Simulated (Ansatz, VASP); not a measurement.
# Pd in VASP and in Ansatz

INCAR

```
SYSTEM = Pd
ALGO = Normal
EDIFF = 1E-6
ENCUT = 520
GGA = RE
ISIF = 2
ISMEAR = -1
ISPIN = 2
LASPH = .True.
LCHARG = .True.
LELF = .True.
LMAXMIX = 4
LORBIT = 11
LREAL = .False.
LVHAR = .True.
LWAVE = .False.
MAGMOM = 0.36 0.36
NBANDS = 21
NELM = 150
PREC = Accurate
SIGMA = 0.05
```

The input KPOINTS:

```
k-points
0
Gamma
  15 15 8
  0 0 0
```

The input POSCAR:

```
Pd
1.0
    2.9013774132      0.0000000000      0.0000000000
   -1.4506887066      2.5126665458      0.0000000000
    0.0000000000      0.0000000000      4.8400222515
Pd
2
Direct
    0.3333333333      0.6666666667      0.2500000000
    0.6666666667      0.3333333333      0.7500000000
```

Input for Ansatz:

```yaml
crystal:
  lattice:
    - [2.9013774132, 0.0, 0.0]
    - [-1.4506887066, 2.5126665458, 0.0]
    - [0.0, 0.0, 4.8400222515]
  atoms:
    - { symbol: Pd, position: [0.3333333333, 0.6666666667, 0.25], spin: 0.36 }
    - { symbol: Pd, position: [0.6666666667, 0.3333333333, 0.75], spin: 0.36 }
hamiltonian:
  xc: revpbe
  pseudopotentials:
    kind: paw
    azcp:
      Pd: "pseudopotentials/Pd.paw.azcp"
basis:
  ecutwfc: 420
  fft_grid_basis: typed
kpoints:
  mp_grid: { grid: [15, 15, 8], shift: [0, 0, 0] }
magnetization:
  spin_polarized: true
scf:
  occupations: { method: fermi_dirac, width: 0.05 }
  lower_state_search: "off"
output:
  stress: true
```

Alike in both runs: task single point; functional revPBE; k mesh 15 × 15 × 8; occupations fermi-dirac, width 0.05 eV; collinear spin.

|  | VASP | Ansatz |
| --- | --- | --- |
| version | VASP 6.6.1 | Ansatz 0.2.0 |
| potentials or method | VASP PAW PBE potentials, release 64 (Pd), cutoff 520 eV | plane waves (420 eV) with PAW, scalar-relativistic |
| valence electrons in the cell | 20 | 36 |

|  | VASP | Ansatz | Ansatz less VASP |
| --- | --- | --- | --- |
| pressure (GPa) | -12.5 | -12.4 | +0.12 |
| traceless stress, the component that is largest in VASP (GPa) | -0.06 | -0.03 | +0.033 |
| net moment per atom (μB) | 0.39 | 0.39 | 0.000 |
| size of the moment on the site where the two differ most (μB) | 0.40 | 0.40 | +0.007 |

VASP's potentials were made for PBE, not for revPBE. Site moments also hang on the region over which each program counts them. The functional is the same, so the differences come from potentials, cutoffs and numerics. VASP's potentials hold 20 valence electrons a cell and Ansatz's 36, so a difference there can come from the potentials and not from the codes.
